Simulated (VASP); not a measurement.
The system is SrCa3.

```xyz
4
Lattice="0.0000 4.5179 4.5179 4.5179 0.0000 4.5179 4.5179 4.5179 0.0000" Properties=species:S:1:pos:R:3 pbc="T T T"
Sr    0.0000    0.0000    0.0000
Ca    2.2589    2.2589    2.2589
Ca    6.7768    6.7768    6.7768
Ca    4.5179    4.5179    4.5179
```

```yaml
Program: VASP 6.6.1
Task: relaxation of cell and atoms
Functional: LDA
Potentials_or_basis: VASP PAW LDA potentials, release 64 (Sr_sv, Ca_sv)
Cutoff: 600 eV
k_mesh: 5 × 5 × 5
Occupations: gaussian, width 0.02 eV
Spin: no spin polarisation
```

At the start: pressure -2.1 GPa; volume 46.11 Å³/atom.

Q: Where does the relaxation end?

A: Over 4 steps the energy falls by 49.9 meV/atom and the volume is 39.49 Å³/atom (-14.3 %); space group Fm-3m (No. 225, to 0.1 Å) before and after.

The path:
| step | energy change (eV) | largest force (eV/Å) | pressure (GPa) | volume (Å³) |
| --- | --- | --- | --- | --- |
| 1 | 0.0000 | 0.0000 | -2.11 | 184.43 |
| 2 | -0.1611 | 0.0000 | -1.09 | 168.73 |
| 3 | -0.1991 | 0.0000 | -0.13 | 159.18 |
| 4 | -0.1996 | 0.0000 | 0.01 | 157.97 |

Final structure:
```
Sr Ca
1.0
     0.00000    4.29054    4.29054
     4.29054    0.00000    4.29054
     4.29054    4.29054    0.00000
Sr Ca
1 3
Cartesian
  4.2905 0.0000 4.2905
  2.1453 2.1453 2.1453
  6.4358 6.4358 6.4358
  4.2905 4.2905 4.2905
```
